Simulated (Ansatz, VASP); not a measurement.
Two plane-wave programs on Al3Cu

```
CELL_PARAMETERS angstrom
2.73217 0.00000 0.00000
0.00000 2.73217 0.00000
0.00000 0.00000 7.36411
ATOMIC_POSITIONS crystal
Al 0.00000 0.00000 0.50000
Al 0.50000 0.50000 0.22264
Al 0.50000 0.50000 0.77736
Cu 0.00000 0.00000 0.00000
```

Change from the starting cell: strain -0.015 along x and y, -0.030 along z, atoms carried along.

Alike in both runs: task single point; functional r2SCAN; k mesh 18 × 18 × 6; occupations gaussian, width 0.15 eV; no spin polarisation.

|  | VASP | Ansatz |
| --- | --- | --- |
| version | VASP 6.6.1 | Ansatz 0.2.0 |
| potentials or method | VASP PAW PBE potentials, release 64 (Al, Cu), cutoff 520 eV | scalar-relativistic, plane waves, PAW |
| valence electrons in the cell | 20 | 28 |

|  | VASP | Ansatz | Ansatz less VASP |
| --- | --- | --- | --- |
| gap on the k mesh at the Fermi level (eV) | none | none | - |
| pressure (GPa) | 7.3 | 7.5 | +0.26 |
| traceless stress, the component that is largest in VASP (GPa) | 1.36 | 1.32 | -0.036 |
| rms of the force components (eV/Å) | 0.073 | 0.066 | -0.0068 |

VASP's potentials were made for PBE, not for r2SCAN. Atom by atom the forces differ by 0.007 eV/Å (rms over components). A gap of «none» marks a metal or a gap that the smearing closes. VASP's potentials hold 20 valence electrons a cell and Ansatz's 28, so a difference there can come from the potentials and not from the codes.
